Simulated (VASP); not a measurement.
The system is W.

```
CELL_PARAMETERS angstrom
2.74070 0.00000 0.00000
-0.91357 2.58396 0.00000
-0.91357 -1.29198 2.23777
ATOMIC_POSITIONS crystal
W 0.00000 0.00000 0.00000
```

Program: VASP 6.6.1. Alike in all runs: task single point; level r2SCAN; potentials or basis VASP PAW PBE potentials, release 64 (W_sv); no spin polarisation; cell as given; cutoff (eV) 520; smearing fermi-dirac 0.1 eV.

Order these runs on this cell by their pressure, lowest first.
A. k mesh 6 × 6 × 6
B. k mesh 3 × 3 × 3
C. k mesh 8 × 8 × 8

A (0.3 GPa), C (2.8 GPa), B (10.9 GPa).

Caveats: some runs use coarse meshes; the PAW data sets were made with another functional, which shifts forces and pressure a little.
